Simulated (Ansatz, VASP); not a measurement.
One calculation of B, two programs

```
B
1.0
    -1.54826    1.54826    4.06515
     1.54826   -1.54826    4.06515
     1.54826    1.54826   -4.06515
B
3
Cartesian
  0.0000 0.0000 0.0000
  0.0000 1.5483 0.0000
  1.5483 0.0000 0.0000
```

Alike in both runs: task relaxation of cell and atoms; functional PBE; k mesh 20 × 20 × 20; occupations gaussian, width 0.1 eV; no spin polarisation.

|  | VASP | Ansatz |
| --- | --- | --- |
| version | VASP 6.6.1 | Ansatz 0.2.0 |
| potentials or method | VASP PAW PBE potentials, release 64 (B), cutoff 600 eV | scalar-relativistic, plane waves, PAW |
| valence electrons in the cell | 9 | 9 |

Ansatz gave:

| Item | Value |
| --- | --- |
| gap on the k mesh at the Fermi level, each at its own relaxed structure (eV) | none |
| relaxed volume (Å³/atom) | 13.08 |
| relaxed cell length with the largest relative difference (Å) | 4.641 |

What did VASP give for the same quantities?

gap on the k mesh at the Fermi level, each at its own relaxed structure (eV): none; relaxed volume (Å³/atom): 12.99; relaxed cell length with the largest relative difference (Å): 4.617.

A gap of «none» marks a metal or a gap that the smearing closes.

Noted on VASP's run: the relaxation stopped at its first step, so nothing moved.
